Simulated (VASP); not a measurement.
Here is a VASP 6.6.1 calculation.

Contents of INCAR:

```
SYSTEM = Na
PREC = Accurate
ENCUT = 520
EDIFF = 1E-8
ISMEAR = -1
SIGMA = 0.03
LREAL = .FALSE.
LASPH = .TRUE.
NELM = 100
ALGO = Normal
ISIF = 2
LWAVE = .FALSE.
LCHARG = .FALSE.
GGA = PS
LEFG = .TRUE.
NBANDS = 10
```

File KPOINTS:

```
Automatic mesh
0
G
  11 11 11
  0 0 0
```

File POSCAR:

```
Na
1.0
   -2.1245349354      2.1245349354      2.1245349354
    2.1245349354     -2.1245349354      2.1245349354
    2.1245349354      2.1245349354     -2.1245349354
Na
1
Direct
    0.0000000000      0.0000000000      0.0000000000
```

Potentials or basis: VASP PAW PBE potentials, release 64 (Na_pv).

Launch:

```console
$ cat potpaw_PBE.64/Na_pv/POTCAR > POTCAR
$ mpirun -np 1 vasp_std > vasp.out
```

Predict the pressure.

-0.4 GPa.

Caveat: without QUAD_EFG the Cq values of the log hold for a quadrupole moment of 1 mb, not for the nuclei; the PAW data sets were made with another functional, which shifts forces and pressure a little.
